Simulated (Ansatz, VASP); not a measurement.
**Two plane-wave programs on TlRh2**

```xyz
6
Lattice="0.0000 3.7603 3.7603 3.7603 0.0000 3.7603 3.7603 3.7603 0.0000" Properties=species:S:1:pos:R:3 pbc="T T T"
Tl    3.7603    3.7603    3.7603
Tl    5.6405    5.6405    5.6405
Rh    0.9401    0.9401    0.9401
Rh    0.9401    2.8202    2.8202
Rh    2.8202    2.8202    0.9401
Rh    2.8202    0.9401    2.8202
```

Alike in both runs: functional PBE; k mesh 10 × 10 × 10; occupations gaussian, width 0.1 eV; no spin polarisation.

Ansatz relaxed the structure, and its values are those at the end. VASP's run is a single point on that final structure, the one shown.

|  | VASP | Ansatz |
| --- | --- | --- |
| version | VASP 6.6.1 | Ansatz 0.2.0 |
| potentials or method | VASP PAW PBE potentials, release 64 (Tl_d, Rh_pv), cutoff 520 eV | scalar-relativistic, plane waves, PAW |
| valence electrons in the cell | 86 | 94 |

|  | VASP | Ansatz | Ansatz less VASP |
| --- | --- | --- | --- |
| gap on the k mesh at the Fermi level (eV) | none | none | - |
| pressure (GPa) | 0.1 | 0.0 | -0.08 |

A gap of «none» marks a metal or a gap that the smearing closes. With one functional, cell and mesh, what is left measures potentials, basis and numerics. VASP's potentials hold 86 valence electrons a cell and Ansatz's 94, so a difference there can come from the potentials and not from the codes.

Neither program's run includes spin-orbit coupling.
